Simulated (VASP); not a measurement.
# Pb (I4/mmm) in VASP: a series of runs

Runs on Pb. Level: PBE. Tasks: single point.

Everything below comes from runs of VASP 6.6.1. Logs are shortened: lines on timing, memory, paths and dates and some standing lists are left out, and cuts for length are marked.

**1. The cell of the first run**

The structure is tetragonal, space group I4/mmm (No. 139). Conventional cell: a = 3.493 Å, b = 3.493 Å, c = 4.643 Å, α = 90.00°, β = 90.00°, γ = 90.00°. Within 4.5 Å of Pb (site symmetry 4/mmm) lie 12 Pb at 3.39 to 3.49 Å.

**2. Single point, PBE (strain -0.0600 x Voigt [0, 0, 1, 0, 0, 0])**

INCAR reads:

```
PREC     = Accurate       # precision mode
ENCUT    = 520            # plane-wave cutoff, eV
EDIFF    = 1E-7           # SCF threshold, eV
ISMEAR   = 0              # smearing method
SIGMA    = 0.15           # smearing width, eV
LREAL    = F              # projectors in reciprocal space
LASPH    = T              # aspherical terms in the spheres
NELM     = 100            # most SCF steps
ALGO     = Normal         # electronic algorithm
ISIF     = 2              # what is computed and relaxed
LWAVE    = F              # write WAVECAR
LCHARG   = T              # write CHGCAR
GGA      = PE             # functional
LELF     = T              # ELF
LVHAR    = T            
NBANDS   = 13             # bands
```

KPOINTS reads:

```
regular mesh
0
Gamma
  16 16 16
```

POSCAR reads:

```
Pb
1.0
    0.0000000000      2.4698000000      2.3216120000
    2.4698000000      0.0000000000      2.3216120000
    2.4698000000      2.4698000000      0.0000000000
Pb
1
Direct
    0.0000000000      0.0000000000      0.0000000000
```

Potentials or basis: VASP PAW PBE potentials, release 64 (Pb_d).

The run is started by

```console
> cat potpaw_PBE.64/Pb_d/POTCAR > POTCAR
> mpirun -np 1 vasp_std > vasp.out
```

OUTCAR:

```text
PREC = Accurate
   ENCUT = 520
   EDIFF = 1E-7
   ISMEAR = 0
   LREAL = F
   LASPH = T
   NELM = 100
   ISIF = 2
   GGA = PE

 ion  position               nearest neighbor table
   1  0.000  0.000  0.000-

  LATTYP: Found a body centered tetragonal cell.
 ALAT       =     3.4928246563
 C/A-ratio  =     1.3293607486

  Lattice vectors:

 A1 = (   0.0000000000,  -2.4698000000,  -2.3216120000)
 A2 = (   0.0000000000,   2.4698000000,  -2.3216120000)
 A3 = (   2.4698000000,   0.0000000000,   2.3216120000)

Analysis of symmetry for initial positions (statically):
=====================================================================
 Subroutine PRICEL returns:
 Original cell was already a primitive cell.

 Routine SETGRP: Setting up the symmetry group for a
 body centered tetragonal supercell.

 Subroutine GETGRP returns: Found 16 space group operations
 (whereof 16 operations were pure point group operations)
 out of a pool of 16 trial point group operations.

The static configuration has the point symmetry D_4h.

Analysis of symmetry for dynamics (positions and initial velocities):
=====================================================================
 Subroutine PRICEL returns:
 Original cell was already a primitive cell.

 Routine SETGRP: Setting up the symmetry group for a
 body centered tetragonal supercell.

 Subroutine GETGRP returns: Found 16 space group operations
 (whereof 16 operations were pure point group operations)
 out of a pool of 16 trial point group operations.

The dynamic configuration has the point symmetry D_4h.

 Subroutine INISYM returns: Found 16 space group operations
 (whereof 16 operations are pure point group operations),
 and found     1 'primitive' translations

----------------------------------------------------------------------------------------

                                     Primitive cell

  volume of cell :      28.3233

  direct lattice vectors                    reciprocal lattice vectors
     0.000000000  2.469800000  2.321612000    -0.202445542  0.202445542  0.215367598
     2.469800000  0.000000000  2.321612000     0.202445542 -0.202445542  0.215367598
     2.469800000  2.469800000  0.000000000     0.202445542  0.202445542 -0.215367598

  length of vectors
     3.389659912  3.389659912  3.492824656     0.358261912  0.358261912  0.358261912

  position of ions in fractional coordinates (direct lattice)
     0.000000000  0.000000000  0.000000000

  ion indices of the primitive-cell ions
   primitive index   ion index
                 1           1

----------------------------------------------------------------------------------------

 KPOINTS: regular mesh

Automatic generation of k-mesh.
 Grid dimensions read from file:
 generate k-points for:   16   16   16

 Generating k-lattice:

  Cartesian coordinates                     Fractional coordinates (reciprocal lattice)
    -0.012652846  0.012652846  0.013460475     0.062500000  0.000000000  0.000000000
     0.012652846 -0.012652846  0.013460475     0.000000000  0.062500000  0.000000000
     0.012652846  0.012652846 -0.013460475     0.000000000  0.000000000  0.062500000

  Length of vectors
     0.022391369  0.022391369  0.022391369

  Shift w.r.t. Gamma in fractional coordinates (k-lattice)
     0.000000000  0.000000000  0.000000000

 Subroutine IBZKPT returns following result:
 ===========================================

 Found    349 irreducible k-points:

 Following reciprocal coordinates:
            Coordinates               Weight
  0.000000  0.000000  0.000000      1.000000
  0.062500  0.000000  0.000000      8.000000
  0.125000  0.000000  0.000000      8.000000
  0.187500  0.000000  0.000000      8.000000
  0.250000  0.000000  0.000000      8.000000
  0.312500  0.000000  0.000000      8.000000
[... 16 lines left out ...]
 -0.125000  0.062500  0.000000      8.000000
 -0.062500  0.062500  0.000000      4.000000
 [... further k-points ...]
   k-points           NKPTS =    349   k-points in BZ     NKDIM =    349   number of bands    NBANDS=     13
   number of dos      NEDOS =    301   number of ions     NIONS =      1
   total plane-waves  NPLWV =  21952
   dimension x,y,z NGX =    28 NGY =   28 NGZ =   28
   dimension x,y,z NGXF=    56 NGYF=   56 NGZF=   56
   ions per type =               1
   NGX,Y,Z   is equivalent  to a cutoff of  13.73, 13.73, 13.33 a.u.
   NGXF,Y,Z  is equivalent  to a cutoff of  27.47, 27.47, 26.65 a.u.
 SYSTEM =  unknown system
   PREC   = accura    normal or accurate (medium, high low for compatibility)
   ISTART =      0    job   : 0-new  1-cont  2-samecut
   ICHARG =      2    charge: 1-file 2-atom 10-const
   ISPIN  =      1    spin polarized calculation?
   LNONCOLLINEAR =      F non collinear calculations
   LSORBIT =      F    spin-orbit coupling
   LASPH  =      T    aspherical Exc in radial PAW
   ENCUT  =  520.0 eV  38.22 Ry    6.18 a.u.   6.30  6.30  6.49*2*pi/ulx,y,z
   NELM   =    100;   NELMIN=  2; NELMDL= -5     # of ELM steps
   EDIFF  = 0.1E-06   stopping-criterion for ELM
   LREAL  =      F    real-space projection
   EDIFFG = 0.1E-05   stopping-criterion for IOM
   NSW    =      0    number of steps for IOM
   IBRION =     -1    ionic relax: 0-MD 1-quasi-New 2-CG
   NFREE  =      0    steps in history (QN), initial steepest desc. (CG)
   ISIF   =      2    stress and relaxation
   ISYM   =      2    0-nonsym 1-usesym 2-fastsym
   POTIM  = 0.5000    time-step for ionic-motion
   TEBEG  =    0.0;   TEEND  =   0.0 temperature during run
   PSTRESS=    0.0 pullay stress
   NELECT =      14.0000    total number of electrons
   NUPDOWN=      -1.0000    fix difference up-down
   EMIN   =  10.00;   EMAX   =-10.00  energy-range for DOS
   EFERMI =   0.00;   METHOD = LEGACY
   ISMEAR =     0;   SIGMA  =   0.15  broadening in eV -4-tet -1-fermi 0-gaus
   EFERMI_NEDOS =   21; number of points for ismear=-14 and -15
   IALGO  =     38    algorithm
   IMIX   =      4    mixing-type and parameters
     AMIX     =   0.40;   BMIX     =  1.00
     AMIX_MAG =   1.60;   BMIX_MAG =  1.00
  volume/ion in A,a.u.               =      28.32       191.13
  Fermi-wavevector in a.u.,A,eV,Ry     =   1.294404  2.446068 22.796305  1.675481
  Thomas-Fermi vector in A             =   2.425989
   LORBIT       =      0    0 simple, 1 ext, 2 COOP (PROOUT), +10 PAW based schemes
   GGA     = PE    functional components
   LHFCALC =     F    Hartree Fock is set to
   AEXX    =    0.0000 exact exchange contribution
   IVDW    =     0    specifies the selected vdW correction
   LEPSILON=     F    determine dielectric tensor
   LRPA    =     F    only Hartree local field effects (RPA)
 non-spin polarized calculation
 Gauss-broadening in eV      SIGMA  =   0.15
  energy-cutoff  :      520.00
  volume of cell :       28.32
 maximum number of plane-waves:       777
 NGX is ok and might be reduce to    28
   NGX = 13   NGY = 13   NGZ = 13

 number of electron      14.0000003 magnetization

 Free energy of the ion-electron system (eV)
  ---------------------------------------------------
  ext. energy  EPLUGINS =         0.00000000
  ---------------------------------------------------
  free energy    TOTEN  =        -3.49823917 eV

  energy without entropy =       -3.49294114  energy(sigma->0) =       -3.49559016

 E-fermi :   8.1198     XC(G=0): -10.5171

 val. band max:        8.1038245364   @ k =   0.3750   0.3125   0.0000
 cond. band min:       8.1200040273   @ k =  -0.2500   0.3125   0.2500
 fundamental gap:      0.0161794909
 Fermi energy:         8.1198036831

 k-point     1 :       0.0000    0.0000    0.0000
  band No.  band energies     occupation
      1      -9.0880      2.00000
      2      -9.0880      2.00000
      3      -9.0038      2.00000
      4      -8.9312      2.00000
      5      -8.8504      2.00000
      6      -4.1661      2.00000
      7      15.9542      0.00000
      8      16.1038      0.00000
      9      16.1038      0.00000
     10      17.9110      0.00000
     11      20.3173      0.00000
     12      21.0941      0.00000
     13      21.1133      0.00000

 k-point     2 :       0.0625    0.0000    0.0000
  band No.  band energies     occupation
      1      -9.0848      2.00000
      2      -9.0807      2.00000
      3      -9.0010      2.00000
      4      -8.9304      2.00000
      5      -8.8524      2.00000
      6      -4.0853      2.00000
      7      15.0281      0.00000
      8      15.9361      0.00000
      9      15.9656      0.00000
     10      17.7626      0.00000
     11      20.6904      0.00000
     12      21.2944      0.00000
     13      21.2959      0.00000

 k-point     3 :       0.1250    0.0000    0.0000
  band No.  band energies     occupation
      1      -9.0783      2.00000
      2      -9.0638      2.00000
      3      -8.9929      2.00000
      4      -8.9238      2.00000
      5      -8.8559      2.00000
      6      -3.8422      2.00000
      7      13.0646      0.00000
      8      15.6067      0.00000
      9      15.7274      0.00000
     10      17.5952      0.00000
     11      20.9729      0.00000
     12      21.4022      0.00000
     13      21.4320      0.00000
[... 305 lines left out ...]
 k-point    23 :      -0.1250    0.0625    0.0000
  band No.  band energies     occupation
      1      -9.0847      2.00000
      2      -9.0522      2.00000
      3      -8.9755      2.00000
      4      -8.9355      2.00000
      5      -8.8442      2.00000
      6      -3.6710      2.00000
      7      12.4871      0.00000
      8      14.4029      0.00000
      9      15.9837      0.00000
     10      17.8663      0.00000
     11      19.9633      0.00000
     12      20.6628      0.00000
     13      21.2539      0.00000

 k-point    24 :      -0.0625    0.0625    0.0000
  band No.  band energies     occupation
      1      -9.0879      2.00000
      2      -9.0716      2.00000
      3      -8.9867      2.00000
      4      -8.9360      2.00000
      5      -8.8488      2.00000
      6      -3.9595      2.00000
      7      14.3166      0.00000
      8      14.9535      0.00000
      9      16.1483      0.00000
     10      17.7981      0.00000
     11      20.6626      0.00000
     12      21.1180      0.00000
     13      21.1634      0.00000

 [... further k-points ...]
[... 5 lines left out ...]
  --------------------------------------------------------------------------------------
  -------------------------------------------------------------------------------------
  Total        1.0542650      1.0542650      1.2544754      0.0000000      0.0000000      0.0000000
  in kB       59.6371904     59.6371904     70.9625983      0.0000000      0.0000000      0.0000000
  external PRESSURE =      63.4123264 kB  Pullay stress =       0.0000000 kB

 VOLUME and BASIS-vectors are now :
 -----------------------------------------------------------------------------
  energy-cutoff  :      520.00
  volume of cell :       28.32
      direct lattice vectors                 reciprocal lattice vectors
     0.000000000  2.469800000  2.321612000    -0.202445542  0.202445542  0.215367598
     2.469800000  0.000000000  2.321612000     0.202445542 -0.202445542  0.215367598
     2.469800000  2.469800000  0.000000000     0.202445542  0.202445542 -0.215367598

 POSITION                                       TOTAL-FORCE (eV/Angst)
 -----------------------------------------------------------------------------------
      0.00000      0.00000      0.00000         0.000000      0.000000      0.000000
 -----------------------------------------------------------------------------------
    total drift:                               -0.000000     -0.000000     -0.000000

  FREE ENERGIE OF THE ION-ELECTRON SYSTEM (eV)
  ---------------------------------------------------
  free  energy   TOTEN  =        -3.4982391696 eV

  energy  without entropy=       -3.4929411445  energy(sigma->0) =       -3.49559016
```

Wall time 46 s (1 thread of Intel Xeon 6975P-C (Granite Rapids), shared host); peak memory 0.25 GiB.

Results:

```
Free energy            : -3.4982 eV
Pressure               : 6.3 GPa
Band gap on the k mesh : zero (band 7 reaches 15.95 eV, above the bottom of band 8 at 6.13 eV)
```

Caveat: the cell differs from its parent crystal (strain -0.0600 x Voigt [0, 0, 1, 0, 0, 0]); spin-orbit coupling is left out, which moves the levels of the heavy elements.

**3. Single point, PBE (strain -0.0450 x Voigt [0, 0, 1, 0, 0, 0])**

INCAR reads:

```
ALGO = Normal
EDIFF = 1E-7
ENCUT = 520
GGA = PE
ISIF = 2
ISMEAR = 0
LASPH = True
LCHARG = False
LREAL = False
LWAVE = False
NBANDS = 13
NELM = 60
PREC = Accurate
SIGMA = 0.15
```

KPOINTS reads:

```
k-points
0
Gamma
  16 16 16
```

POSCAR reads:

```
Pb
1.0
    0.0000000000      2.4698000000      2.3586590000
    2.4698000000      0.0000000000      2.3586590000
    2.4698000000      2.4698000000      0.0000000000
Pb
1
Direct
    0.0000000000      0.0000000000      0.0000000000
```

Potentials or basis: VASP PAW PBE potentials, release 64 (Pb_d).

The run is started by

```console
> cat potpaw_PBE.64/Pb_d/POTCAR > POTCAR
> mpirun -np 1 vasp_std > vasp.out
```

Run time: 44 s. Hardware: 1 thread of Intel Xeon 6975P-C (Granite Rapids), shared host; peak memory 0.25 GiB.

Results (log left out):

| Item | Value |
| --- | --- |
| Free energy | -3.5169 eV |
| Pressure | 5.3 GPa |
| Band gap on the k mesh | zero (band 7 reaches 15.66 eV, above the bottom of band 8 at 6.00 eV) |

Stress tensor (GPa, compression positive):
```
4.99 0.00 0.00
0.00 4.99 0.00
0.00 0.00 5.95
```

Levels at points of the mesh, in eV from the Fermi level:
```tsv
k point	band 4	band 5	band 6	band 7	band 8	band 9	band 10	band 11
(0.00, 0.00, 0.00)	-17.02	-16.97	-12.16	7.73	7.84	7.84	9.77	11.99
(0.50, 0.00, 0.00)	-16.85	-16.83	-8.22	-4.51	5.45	6.16	9.34	9.76
(0.50, 0.50, 0.00)	-16.79	-16.79	-6.31	-3.24	1.68	1.68	5.16	6.44
(0.50, 0.00, 0.50)	-16.83	-16.78	-6.86	-3.66	2.13	2.42	5.70	6.97
```

Caveat: the cell differs from its parent crystal (strain -0.0450 x Voigt [0, 0, 1, 0, 0, 0]); spin-orbit coupling is left out, which moves the levels of the heavy elements.
